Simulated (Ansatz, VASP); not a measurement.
**Zr in VASP and in Ansatz**

```
Zr
1.0
     3.23187    0.00000    0.00000
    -1.61594    2.79889    0.00000
     0.00000    0.00000    5.17219
Zr
2
Direct
  0.33333 0.66667 0.25000
  0.66667 0.33333 0.75000
```

Alike in both runs: functional PBE; k mesh 14 × 14 × 8; occupations fermi-dirac, width 0.05 eV; no spin polarisation.

Ansatz relaxed the structure, and its values are those at the end. VASP's run is a single point on that final structure, the one shown.

|  | VASP | Ansatz |
| --- | --- | --- |
| version | VASP 6.6.1 | Ansatz 0.2.0 |
| potentials or method | VASP PAW PBE potentials, release 64 (Zr_sv) | PAW with Ansatz's default frozen-core files, scalar-relativistic |
| plane-wave cutoff (eV) | 520 | 420 |
| valence electrons in the cell | 24 | 24 |

```csv
,VASP,Ansatz,Ansatz less VASP
pressure (GPa),0.0,0.0,-0.01
```

With one functional, cell and mesh, what is left measures potentials, basis and numerics.
